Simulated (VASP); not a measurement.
**Ti: relaxation of cell and atoms with RPBE**

Crystal: Ti.

```
Ti
1.0
     2.95000    0.00000    0.00000
    -1.47500    2.55477    0.00000
     0.00000    0.00000    4.68000
Ti
2
Direct
  0.33333 0.66667 0.25000
  0.66667 0.33333 0.75000
```

- Program: VASP 6.6.1
- Task: relaxation of cell and atoms
- Functional: RPBE
- Potentials or basis: VASP PAW PBE potentials, release 64 (Ti_sv)
- Cutoff: 600 eV
- k mesh: 13 × 13 × 7
- Occupations: methfessel-paxton, width 0.1 eV
- Spin: no spin polarisation
- Dipole correction: no
- Further INCAR settings: ALGO = Normal; EDIFF = 1e-07; IBRION = 2; EDIFFG = -0.01; NSW = 80; ISIF = 3

```
Relaxed volume                         : 17.85 Å³/atom
Relaxed cell                           : a = 2.964 Å, b = 2.964 Å, c = 4.693 Å, α = 90.00°, β = 90.00°, γ = 120.00°
Space group after relaxing (to 0.05 Å) : P6_3/mmc (No. 194)
Energy gained by relaxing              : 0.9 meV/atom
Ionic steps                            : 4
Pressure after relaxing                : 0.0 GPa
Band gap on the k mesh                 : zero (band 12 reaches 8.93 eV, above the bottom of band 13 at 7.85 eV)
```

Stress tensor (GPa, compression positive):
```
 0.02  0.00  0.00
 0.00  0.02  0.00
 0.00  0.00 -0.06
```

The path:
```
step  energy change (eV)  largest force (eV/Å)  pressure (GPa)  volume (Å³)
   1              0.0000                0.0000            1.31        35.27
   2             -0.0009                0.0000           -0.89        36.01
   3             -0.0018                0.0000           -0.01        35.71
   4             -0.0018                0.0000            0.00        35.71
```

Final structure:
```xyz
2
Lattice="2.9640 0.0000 0.0000 -1.4820 2.5669 0.0000 0.0000 0.0000 4.6934" Properties=species:S:1:pos:R:3 pbc="T T T"
Ti    0.0000    1.7112    1.1734
Ti    1.4820    0.8556    3.5201
```

Levels at points of the mesh, in eV from the Fermi level:
| k point | band 9 | band 10 | band 11 | band 12 | band 13 | band 14 | band 15 | band 16 |
| --- | --- | --- | --- | --- | --- | --- | --- | --- |
| (0.00, 0.00, 0.00) | -6.18 | -2.64 | 0.65 | 0.75 | 0.75 | 0.85 | 1.23 | 1.23 |

Run time: 90 s on 1 thread of Intel(R) Xeon(R) Platinum 8488C (Sapphire Rapids), with other jobs on the host, peak memory 0.19 GiB.

Caveat: the PAW data sets were made with another functional, which shifts forces and pressure a little. Zero-point motion and thermal expansion aren't in these numbers.
